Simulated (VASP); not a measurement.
Write the native input for VASP 6.6.1 that does the following.

| Quantity | Value |
| --- | --- |
| Task | single point |
| Functional | PBEsol |
| Potentials or basis | VASP PAW PBE potentials, release 64 (In_d) |
| Cutoff | 520 eV |
| k mesh | 20 × 20 × 20 |
| Occupations | gaussian, width 0.15 eV |
| Spin | no spin polarisation |
| Dipole correction | no |
| Further INCAR settings | ALGO = Fast; EDIFF = 1e-06; NBANDS = 12 |

The structure of In lies in POSCAR:

```
In
1.0
   -1.8236573696      1.8236573696      2.0060231065
    1.8236573696     -1.8236573696      2.0060231065
    1.8236573696      1.8236573696     -2.0060231065
In
1
Direct
    0.0000000000      0.0000000000      0.0000000000
```

This cell differs from its parent crystal: ratio of the length along z to the lengths across it x 1.1, volume and fractional coordinates fixed.

One way to write it, as run:

INCAR

```
SYSTEM = In
ALGO = Fast ; EDIFF = 1E-6
ENCUT = 520 ; GGA = PS
ISIF = 2 ; ISMEAR = 0
LASPH = .True. ; LCHARG = .True.
LELF = .True. ; LREAL = .False.
LVHAR = .True. ; LWAVE = .False.
NBANDS = 12 ; NELM = 60
PREC = Accurate ; SIGMA = 0.15
```

KPOINTS

```
k-points
0
Gamma
  20 20 20
  0 0 0
```

Potentials or basis: VASP PAW PBE potentials, release 64 (In_d).

Launch:

```sh
$ cat potpaw_PBE.64/In_d/POTCAR > POTCAR
$ mpirun -np 1 vasp_std > vasp.out
```

It gave:

| Quantity | Value |
| --- | --- |
| Pressure | -1.4 GPa |
| Band gap on the k mesh | zero (an odd number of electrons rules out a gap without spin polarisation) |

Caveat: the PAW data sets were made with another functional, which shifts forces and pressure a little; spin-orbit coupling is left out, which moves the levels of the heavy elements.

Wall time 3.7 min on 1 thread of AMD EPYC 7R13, with other jobs on the host, peak memory 0.3 GiB.
